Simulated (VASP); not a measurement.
Set up this calculation in VASP 6.6.1, as the native input.

- Task: relaxation of the atoms
- Functional: PBE
- Dispersion: D3(BJ)
- Potentials or basis: VASP PAW PBE potentials, release 64 (Tc_pv)
- Cutoff: 520 eV
- k mesh: 3 × 2 × 1
- Occupations: fermi-dirac, width 0.1 eV
- Spin: no spin polarisation
- Dipole correction: no
- Atoms held fixed (from 0): [0, 1, 2, 3, 4, 5]
- Further INCAR settings: LREAL = Auto; ALGO = Normal; EDIFF = 1e-06; IBRION = 2; EDIFFG = -0.08; NSW = 45

The structure of Tc lies in POSCAR:

```
Tc
1.0
    5.4800000000      0.0000000000      0.0000000000
    4.1100000000      7.1187290000      0.0000000000
    0.0000000000      0.0000000000     15.3949600000
Tc
18
Selective dynamics
Direct
    0.0000000000      0.0000000000      0.0649563000  F F F
    0.5000000000      0.0000000000      0.0649563000  F F F
    0.0000000000      0.3333333000      0.0649563000  F F F
    0.5000000000      0.3333333000      0.0649563000  F F F
    0.0000000000      0.6666667000      0.0649563000  F F F
    0.5000000000      0.6666667000      0.0649563000  F F F
   -0.1666667000      0.2222222000      0.2076965000  T T T
    0.3333333000      0.2222222000      0.2076965000  T T T
   -0.1666667000      0.5555556000      0.2076965000  T T T
    0.3333333000      0.5555556000      0.2076965000  T T T
   -0.1666667000      0.8888889000      0.2076965000  T T T
    0.3333333000      0.8888889000      0.2076965000  T T T
    0.0000000000      0.0000000000      0.3504368000  T T T
    0.5000000000      0.0000000000      0.3504368000  T T T
    0.0000000000      0.3333333000      0.3504368000  T T T
    0.5000000000      0.3333333000      0.3504368000  T T T
    0.0000000000      0.6666667000      0.3504368000  T T T
    0.5000000000      0.6666667000      0.3504368000  T T T
```

One way to write it, as run:

INCAR

```
SYSTEM = Tc
PREC     = Accurate       ! precision mode
ENCUT    = 520            ! plane-wave cutoff, eV
EDIFF    = 1E-6           ! SCF threshold, eV
ISMEAR   = -1             ! smearing method
SIGMA    = 0.1            ! smearing width, eV
LREAL    = Auto         
LASPH    = .True.         ! aspherical terms in the spheres
NELM     = 60             ! most SCF steps
ALGO     = Normal         ! electronic algorithm
ISIF     = 2              ! what is computed and relaxed
LWAVE    = .False.        ! write WAVECAR
LCHARG   = .False.        ! write CHGCAR
GGA      = PE             ! functional
IVDW     = 12             ! dispersion correction
IBRION   = 2              ! ionic algorithm
NSW      = 45             ! ionic steps
EDIFFG   = -0.08          ! ionic threshold
KPAR     = 2
```

KPOINTS

```
Automatic mesh
0
Gamma
  3 2 1
  0 0 0
```

Potentials or basis: VASP PAW PBE potentials, release 64 (Tc_pv).

Run with:

```sh
$ cat potpaw_PBE.64/Tc_pv/POTCAR > POTCAR
$ mpirun -np 4 vasp_std > vasp.out
```

Results of the run:

The energy gained by relaxing is 16.6 meV/atom, the ionic steps are 5 and the band gap on the k mesh is zero (bands 117 and 118 overlap by 0.36 eV). The dispersion energy per atom is -0.424 eV.

Caveat: the k points lie up to 0.44 Å⁻¹ apart; there is no dipole correction, which matters where the two faces differ.

Run time: 16 min on 4 MPI ranks on Intel(R) Xeon(R) Platinum 8488C (Sapphire Rapids) (shared host), peak memory 0.53 GiB a rank.
